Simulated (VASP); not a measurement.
Runs of VASP 6.6.1 on GaP (zincblende type). The structure is that of space group F-43m (No. 216), or close to it. The cells are those of the table. 

```tsv
task	cell	gap on the mesh (eV)	pressure (GPa)
single point	a = 3.854 Å, angles 60.0°, 2 atoms	1.62	(a)
single point	a = 3.815 Å, angles 60.0°, 2 atoms	1.56	5.3
electric field gradients	a = 3.932 Å, angles 60.0°, 2 atoms	1.34	-2.1
single point	a = 3.932 Å, angles 60.0°, 2 atoms	1.34	(c)
electric field gradients	a = 3.893 Å, angles 60.0°, 2 atoms	1.58	0.0
single point	a = 3.970 Å, angles 60.0°, 2 atoms	(b)	-3.9
single point	a = 3.893 Å, angles 60.0°, 2 atoms	1.58	0.0
```

Alike in all rows: level PBE; potentials or basis VASP PAW PBE potentials, release 64 (Ga_d, P); no spin polarisation; k mesh 13 × 13 × 13; cutoff (eV) 520; smearing fermi-dirac 0.03 eV.

Q: Estimate the missing entries.

A: (a) 2.4; (b) 1.11; (c) -2.2.

A k mesh can miss the band edges, and the runs leave out spin-orbit coupling on Ga.
